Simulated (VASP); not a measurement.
# AlN (Cmcm) in VASP: a series of runs

AlN is run at these levels: LDA; tasks: single point.

Program: VASP 6.6.1. These are calculated values, not measurements. Logs are shortened: lines on timing, memory, paths and dates and some standing lists are left out, and cuts for length are marked.

### 1 The cell of the first run

Symmetry: Cmcm, No. 63, orthorhombic system. The conventional cell has a = 4.111 Å, b = 4.111 Å, c = 4.111 Å, α = 90.00°, β = 90.00°, γ = 90.00°. Al (site symmetry m2m) has 6 N at 2.01 to 2.10 Å within 2.7 Å. N (site symmetry m2m) has 6 Al at 2.01 to 2.10 Å within 2.7 Å.

### 2 Single point, LDA

File INCAR:

```
PREC = Accurate
ENCUT = 520
EDIFF = 1E-7
ISMEAR = 0
SIGMA = 0.05
LREAL = False
LASPH = True
NELM = 80
ALGO = Normal
ISIF = 2
LWAVE = False
LCHARG = True
LELF = True
LVHAR = True
NBANDS = 16
```

File KPOINTS:

```
Automatic mesh
0
Gamma
  8 8 6
```

File POSCAR:

```
AlN
1.0
    0.0000000000     -2.0556581276     -2.0556581276
    0.0000000000      2.0556581276     -2.0556581276
    4.1113162551      0.0000000000      0.0000000000
Al N
2 2
Direct
    0.5167537586      0.4832462414      0.0000000000
   -0.0167537586      0.0167537586      0.5000000000
    0.4931383696      0.5068616304      0.5000000000
    0.0068616304      0.9931383696      0.0000000000
```

Potentials or basis: VASP PAW LDA potentials, release 64 (Al, N).

Run with:

```
cat potpaw_LDA.64/Al/POTCAR potpaw_LDA.64/N/POTCAR > POTCAR
mpirun -np 1 vasp_std > vasp.out
```

OUTCAR:

```text
PREC = Accurate
   ENCUT = 520
   EDIFF = 1E-7
   ISMEAR = 0
   LREAL = False
   LASPH = True
   NELM = 80
   ISIF = 2

 ion  position               nearest neighbor table
   1  0.517  0.483  0.000-   4 2.01   4 2.06   4 2.06   3 2.06   3 2.06   4 2.10   2 2.81   2 2.81
                             2 2.91   2 2.91   2 2.91   2 2.91   2 3.01   2 3.01
   2  0.983  0.017  0.500-   3 2.01   3 2.06   3 2.06   4 2.06   4 2.06   3 2.10   1 2.81   1 2.81
                             1 2.91   1 2.91   1 2.91   1 2.91   1 3.01   1 3.01
   3  0.493  0.507  0.500-   2 2.01   2 2.06   2 2.06   1 2.06   1 2.06   2 2.10
   4  0.007  0.993  0.000-   1 2.01   1 2.06   1 2.06   2 2.06   2 2.06   1 2.10

  LATTYP: Found a simple tetragonal cell.
 ALAT       =     2.9071396037
 C/A-ratio  =     1.4142135623

  Lattice vectors:

 A1 = (   0.0000000000,  -2.0556581276,  -2.0556581276)
 A2 = (   0.0000000000,   2.0556581276,  -2.0556581276)
 A3 = (   4.1113162551,   0.0000000000,   0.0000000000)

Analysis of symmetry for initial positions (statically):
=====================================================================
 Subroutine PRICEL returns:
 Original cell was already a primitive cell.

 Routine SETGRP: Setting up the symmetry group for a
 simple tetragonal supercell.

 Subroutine GETGRP returns: Found  8 space group operations
 (whereof  4 operations were pure point group operations)
 out of a pool of 16 trial point group operations.

The static configuration has the point symmetry C_2v.
 The point group associated with its full space group is D_2h.

Analysis of symmetry for dynamics (positions and initial velocities):
=====================================================================
 Subroutine PRICEL returns:
 Original cell was already a primitive cell.

 Routine SETGRP: Setting up the symmetry group for a
 simple tetragonal supercell.

 Subroutine GETGRP returns: Found  8 space group operations
 (whereof  4 operations were pure point group operations)
 out of a pool of 16 trial point group operations.

The dynamic configuration has the point symmetry C_2v.
 The point group associated with its full space group is D_2h.

 Subroutine INISYM returns: Found  8 space group operations
 (whereof  4 operations are pure point group operations),
 and found     1 'primitive' translations

----------------------------------------------------------------------------------------

                                     Primitive cell

  volume of cell :      34.7466

  direct lattice vectors                    reciprocal lattice vectors
     0.000000000 -2.055658128 -2.055658128     0.000000000 -0.243231106 -0.243231106
     0.000000000  2.055658128 -2.055658128     0.000000000  0.243231106 -0.243231106
     4.111316255  0.000000000  0.000000000     0.243231106  0.000000000  0.000000000

  length of vectors
     2.907139604  2.907139604  4.111316255     0.343980729  0.343980729  0.243231106

  position of ions in fractional coordinates (direct lattice)
     0.516753759  0.483246241  0.000000000
     0.983246241  0.016753759  0.500000000
     0.493138370  0.506861630  0.500000000
     0.006861630  0.993138370  0.000000000

  ion indices of the primitive-cell ions
   primitive index   ion index
                 1           1
                 2           2
                 3           3
                 4           4

----------------------------------------------------------------------------------------

 KPOINTS: Automatic mesh

Automatic generation of k-mesh.
 Grid dimensions read from file:
 generate k-points for:    8    8    6

 Generating k-lattice:

  Cartesian coordinates                     Fractional coordinates (reciprocal lattice)
     0.000000000 -0.030403888 -0.030403888     0.125000000  0.000000000  0.000000000
     0.000000000  0.030403888 -0.030403888     0.000000000  0.125000000  0.000000000
     0.040538518  0.000000000  0.000000000     0.000000000  0.000000000  0.166666667

  Length of vectors
     0.042997591  0.042997591  0.040538518

  Shift w.r.t. Gamma in fractional coordinates (k-lattice)
     0.000000000  0.000000000  0.000000000

 Subroutine IBZKPT returns following result:
 ===========================================

 Found     84 irreducible k-points:

 Following reciprocal coordinates:
            Coordinates               Weight
  0.000000  0.000000  0.000000      1.000000
  0.125000  0.000000  0.000000      4.000000
  0.250000  0.000000  0.000000      4.000000
  0.375000  0.000000  0.000000      4.000000
  0.500000  0.000000  0.000000      2.000000
  0.125000  0.125000  0.000000      2.000000
[... 16 lines left out ...]
  0.125000  0.000000  0.166667      8.000000
  0.250000  0.000000  0.166667      8.000000
 [... further k-points ...]
   k-points           NKPTS =     84   k-points in BZ     NKDIM =     84   number of bands    NBANDS=     16
   number of dos      NEDOS =    301   number of ions     NIONS =      4
   total plane-waves  NPLWV =  18432
   dimension x,y,z NGX =    24 NGY =   24 NGZ =   32
   dimension x,y,z NGXF=    48 NGYF=   48 NGZF=   64
   ions per type =               2   2
   NGX,Y,Z   is equivalent  to a cutoff of  13.72, 13.72, 12.94 a.u.
   NGXF,Y,Z  is equivalent  to a cutoff of  27.45, 27.45, 25.88 a.u.
 SYSTEM =  unknown system
   PREC   = accura    normal or accurate (medium, high low for compatibility)
   ISTART =      0    job   : 0-new  1-cont  2-samecut
   ICHARG =      2    charge: 1-file 2-atom 10-const
   ISPIN  =      1    spin polarized calculation?
   LNONCOLLINEAR =      F non collinear calculations
   LSORBIT =      F    spin-orbit coupling
   LASPH  =      T    aspherical Exc in radial PAW
   ENCUT  =  520.0 eV  38.22 Ry    6.18 a.u.   5.41  5.41  7.64*2*pi/ulx,y,z
   NELM   =     80;   NELMIN=  2; NELMDL= -5     # of ELM steps
   EDIFF  = 0.1E-06   stopping-criterion for ELM
   LREAL  =      F    real-space projection
   EDIFFG = 0.1E-05   stopping-criterion for IOM
   NSW    =      0    number of steps for IOM
   IBRION =     -1    ionic relax: 0-MD 1-quasi-New 2-CG
   NFREE  =      0    steps in history (QN), initial steepest desc. (CG)
   ISIF   =      2    stress and relaxation
   ISYM   =      2    0-nonsym 1-usesym 2-fastsym
   POTIM  = 0.5000    time-step for ionic-motion
   TEBEG  =    0.0;   TEEND  =   0.0 temperature during run
   PSTRESS=    0.0 pullay stress
   NELECT =      16.0000    total number of electrons
   NUPDOWN=      -1.0000    fix difference up-down
   EMIN   =  10.00;   EMAX   =-10.00  energy-range for DOS
   EFERMI =   0.00;   METHOD = LEGACY
   ISMEAR =     0;   SIGMA  =   0.05  broadening in eV -4-tet -1-fermi 0-gaus
   EFERMI_NEDOS =   21; number of points for ismear=-14 and -15
   IALGO  =     38    algorithm
   IMIX   =      4    mixing-type and parameters
     AMIX     =   0.40;   BMIX     =  1.00
     AMIX_MAG =   1.60;   BMIX_MAG =  1.00
  volume/ion in A,a.u.               =       8.69        58.62
  Fermi-wavevector in a.u.,A,eV,Ry     =   1.264185  2.388963 21.744335  1.598164
  Thomas-Fermi vector in A             =   2.397503
   LORBIT       =      0    0 simple, 1 ext, 2 COOP (PROOUT), +10 PAW based schemes
   GGA     = CA    functional components
   LHFCALC =     F    Hartree Fock is set to
   AEXX    =    0.0000 exact exchange contribution
   IVDW    =     0    specifies the selected vdW correction
   LEPSILON=     F    determine dielectric tensor
   LRPA    =     F    only Hartree local field effects (RPA)
 non-spin polarized calculation
 Gauss-broadening in eV      SIGMA  =   0.05
  energy-cutoff  :      520.00
  volume of cell :       34.75
 maximum number of plane-waves:       960
 NGX is ok and might be reduce to    24
   NGX = 11   NGY = 11   NGZ = 15

 number of electron      15.9999998 magnetization

 Free energy of the ion-electron system (eV)
  ---------------------------------------------------
  ext. energy  EPLUGINS =         0.00000000
  ---------------------------------------------------
  free energy    TOTEN  =       -32.27649645 eV

  energy without entropy =      -32.27649645  energy(sigma->0) =      -32.27649645

 E-fermi :   9.3315     XC(G=0): -12.3411

 val. band max:        9.0787959948   @ k =   0.0000   0.0000   0.0000
 cond. band min:      13.0422960327   @ k =   0.5000   0.5000   0.0000
 fundamental gap:      3.9635000379
 Fermi energy:         9.3314603455

 k-point     1 :       0.0000    0.0000    0.0000
  band No.  band energies     occupation
      1      -7.8885      2.00000
      2      -3.8057      2.00000
      3       1.9941      2.00000
      4       6.3871      2.00000
      5       6.3913      2.00000
      6       9.0524      2.00000
[... 8 lines left out ...]
     15      22.5856      0.00000
     16      25.2368      0.00000

 k-point     2 :       0.1250    0.0000    0.0000
  band No.  band energies     occupation
      1      -7.6827      2.00000
      2      -3.7700      2.00000
      3       2.2039      2.00000
      4       5.3922      2.00000
      5       6.5176      2.00000
      6       8.1182      2.00000
[... 8 lines left out ...]
     15      22.2844      0.00000
     16      23.9021      0.00000

 k-point     3 :       0.2500    0.0000    0.0000
  band No.  band energies     occupation
      1      -7.0838      2.00000
      2      -3.7857      2.00000
      3       2.8240      2.00000
      4       3.7940      2.00000
      5       6.3008      2.00000
      6       6.8884      2.00000
[... 8 lines left out ...]
     15      22.0118      0.00000
     16      22.2167      0.00000

 k-point     4 :       0.3750    0.0000    0.0000
  band No.  band energies     occupation
      1      -6.1607      2.00000
      2      -4.1785      2.00000
      3       2.9641      2.00000
      4       3.8204      2.00000
      5       4.5578      2.00000
      6       6.5639      2.00000
[... 8 lines left out ...]
     15      20.9815      0.00000
     16      21.7077      0.00000
[... 324 lines left out ...]
 k-point    22 :       0.0000    0.0000    0.1667
  band No.  band energies     occupation
      1      -7.7055      2.00000
      2      -4.2767      2.00000
      3       2.5508      2.00000
      4       6.5222      2.00000
      5       6.5270      2.00000
      6       8.4007      2.00000
[... 8 lines left out ...]
     15      22.1972      0.00000
     16      23.4149      0.00000

 k-point    23 :       0.1250    0.0000    0.1667
  band No.  band energies     occupation
      1      -7.5023      2.00000
      2      -4.1994      2.00000
      3       2.6229      2.00000
      4       5.6614      2.00000
      5       6.6467      2.00000
      6       7.3132      2.00000
[... 8 lines left out ...]
     15      21.8426      0.00000
     16      23.7100      0.00000

 k-point    24 :       0.2500    0.0000    0.1667
  band No.  band energies     occupation
      1      -6.9137      2.00000
      2      -4.0784      2.00000
      3       2.5057      2.00000
      4       4.6911      2.00000
      5       5.4810      2.00000
      6       6.9978      2.00000
[... 8 lines left out ...]
     15      21.1948      0.00000
     16      22.5587      0.00000

 [... further k-points ...]
[... 5 lines left out ...]
  --------------------------------------------------------------------------------------
  -------------------------------------------------------------------------------------
  Total       -3.6189008     -3.5740503     -3.7961944      0.0000000      0.0000000      0.0000000
  in kB     -166.8685908   -164.8005218   -175.0436528      0.0000000      0.0000000      0.0000000
  external PRESSURE =    -168.9042551 kB  Pullay stress =       0.0000000 kB

 VOLUME and BASIS-vectors are now :
 -----------------------------------------------------------------------------
  energy-cutoff  :      520.00
  volume of cell :       34.75
      direct lattice vectors                 reciprocal lattice vectors
     0.000000000 -2.055658128 -2.055658128     0.000000000 -0.243231106 -0.243231106
     0.000000000  2.055658128 -2.055658128     0.000000000  0.243231106 -0.243231106
     4.111316255  0.000000000  0.000000000     0.243231106  0.000000000  0.000000000

 POSITION                                       TOTAL-FORCE (eV/Angst)
 -----------------------------------------------------------------------------------
      0.00000     -0.06888     -2.05566         0.000000      0.616949      0.000000
      2.05566     -1.98678     -2.05566         0.000000     -0.616949      0.000000
      2.05566      0.02821     -2.05566         0.000000     -0.228335      0.000000
      0.00000      2.02745     -2.05566         0.000000      0.228335      0.000000
 -----------------------------------------------------------------------------------
    total drift:                                0.000000      0.000000     -0.000000

  FREE ENERGIE OF THE ION-ELECTRON SYSTEM (eV)
  ---------------------------------------------------
  free  energy   TOTEN  =       -32.2764964512 eV

  energy  without entropy=      -32.2764964512  energy(sigma->0) =      -32.27649645
```

Wall time 21 s (1 thread of Intel Xeon 6975P-C, shared host); peak memory 0.16 GiB.

Results:

- Free energy: -32.2765 eV
- Pressure: -16.9 GPa
- Largest force: 0.617 eV/Å
- Band gap on the k mesh: 3.96 eV

Forces in eV/Å, atoms in the order of the input:
```
Al   0.000  0.617  0.000
Al   0.000 -0.617  0.000
N    0.000 -0.228  0.000
N    0.000  0.228  0.000
```

Stress tensor (GPa, compression positive):
```
-16.69   0.00   0.00
  0.00 -16.48   0.00
  0.00   0.00 -17.50
```

Levels at points of the mesh, in eV from the valence-band top:
| k point | band 6 | band 7 | band 8 | band 9 | band 10 | band 11 |
| --- | --- | --- | --- | --- | --- | --- |
| (0.00, 0.00, 0.00) | -0.03 | -0.01 | 0.00 | 4.00 | 5.04 | 5.27 |
| (0.50, 0.00, 0.00) | -3.96 | -1.07 | -1.03 | 7.76 | 7.99 | 9.66 |
| (0.50, 0.50, 0.00) | -2.69 | -2.69 | -2.68 | 3.96 | 3.99 | 5.24 |
| (0.00, 0.00, 0.50) | -1.56 | -1.56 | -1.56 | 7.05 | 7.05 | 7.36 |
| (0.50, 0.00, 0.50) | -1.00 | -0.99 | -0.99 | 5.79 | 5.79 | 10.38 |
| (0.50, 0.50, 0.50) | -5.47 | -3.82 | -3.82 | 7.39 | 7.39 | 10.28 |

### 3 Single point, LDA

File INCAR:

```
PREC     = Accurate       # precision mode
ENCUT    = 520            # plane-wave cutoff, eV
EDIFF    = 1E-6           # SCF threshold, eV
ISMEAR   = 0              # smearing method
SIGMA    = 0.05           # smearing width, eV
LREAL    = False          # projectors in reciprocal space
LASPH    = True           # aspherical terms in the spheres
NELM     = 100            # most SCF steps
ALGO     = Normal         # electronic algorithm
ISIF     = 2              # what is computed and relaxed
LWAVE    = False          # write WAVECAR
LCHARG   = False          # write CHGCAR
NBANDS   = 16             # bands
```

File KPOINTS:

```
regular mesh
0
Gamma
  8 8 6
```

File POSCAR:

```
AlN
1.0
    0.0000000000     -2.0556581276     -2.0556581276
    0.0000000000      2.0556581276     -2.0556581276
    4.1113162551      0.0000000000      0.0000000000
Al N
2 2
Direct
    0.5223383448      0.4776616552      0.0000000000
   -0.0223383448      0.0223383448      0.5000000000
    0.4908511594      0.5091488406      0.5000000000
    0.0091488406      0.9908511594      0.0000000000
```

Potentials or basis: VASP PAW LDA potentials, release 64 (Al, N).

Run with:

```
cat potpaw_LDA.64/Al/POTCAR potpaw_LDA.64/N/POTCAR > POTCAR
mpirun -np 1 vasp_std > vasp.out
```

Wall time 24 s (1 thread of Intel Xeon 6975P-C, shared host); peak memory 0.16 GiB.

Results (log left out):

```
Free energy            : -32.2383 eV
Pressure               : -16.6 GPa
Largest force          : 0.829 eV/Å
Band gap on the k mesh : 3.94 eV, indirect (least direct gap 4.00 eV)
```

Forces in eV/Å, atoms in the order of the input:
```
Al   0.000  0.829  0.000
Al   0.000 -0.829  0.000
N    0.000 -0.301  0.000
N    0.000  0.301  0.000
```

Stress tensor (GPa, compression positive):
```
-16.26   0.00   0.00
  0.00 -15.91   0.00
  0.00   0.00 -17.72
```

Levels at points of the mesh, in eV from the valence-band top:
```csv
k point,band 5,band 6,band 7,band 8,band 9,band 10,band 11,band 12
"(0.00, 0.00, 0.00)",-2.69,-0.05,-0.02,0.00,4.00,5.02,5.27,11.50
"(0.50, 0.00, 0.00)",-3.96,-3.96,-1.08,-1.03,7.70,8.01,9.61,9.72
"(0.50, 0.50, 0.00)",-2.70,-2.70,-2.69,-2.68,3.94,3.98,5.20,5.27
"(0.00, 0.00, 0.50)",-1.57,-1.57,-1.56,-1.56,7.04,7.04,7.35,7.35
"(0.50, 0.00, 0.50)",-1.00,-1.00,-0.99,-0.99,5.77,5.77,10.36,10.36
"(0.50, 0.50, 0.50)",-5.47,-5.47,-3.82,-3.82,7.37,7.37,10.24,10.24
```

A k mesh can miss the band edges. As with any semilocal functional, this LDA gap is likely too small.
